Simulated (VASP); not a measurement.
A run of VASP 6.6.1 is set up as follows.

Contents of INCAR:

```
SYSTEM = Zn
ALGO = Normal
EDIFF = 1E-7
ENCUT = 520
GGA = PS
ISIF = 2
ISMEAR = -1
LASPH = .True.
LCHARG = .False.
LREAL = .False.
LWAVE = .False.
NBANDS = 19
NELM = 80
PREC = Accurate
SIGMA = 0.1
```

Contents of KPOINTS:

```
k-points
0
Gamma
  20 20 10
  0 0 0
```

Contents of POSCAR:

```
Zn
1.0
    2.6233318956      0.0000000000      0.0000000000
   -1.3116659478      2.2718720642      0.0000000000
    0.0000000000      0.0000000000      4.6071001817
Zn
2
Direct
    0.3333333333      0.6666666667      0.2500000000
    0.6666666667      0.3333333333      0.7500000000
```

Potentials or basis: VASP PAW PBE potentials, release 64 (Zn).

The run is started by

```console
$ cat potpaw_PBE.64/Zn/POTCAR > POTCAR
$ mpirun -np 1 vasp_std > vasp.out
```

**Question.** Estimate the pressure.

**Answer.** 2.5 GPa.

**Question.** Estimate the band gap on the k mesh.

**Answer.** Zero (bands 12 and 13 overlap by 3.99 eV).

Stress tensor (GPa, compression positive):
```
2.58 0.00 0.00
0.00 2.58 0.00
0.00 0.00 2.39
```

Caveat: the PAW data sets were made with another functional, which shifts forces and pressure a little.
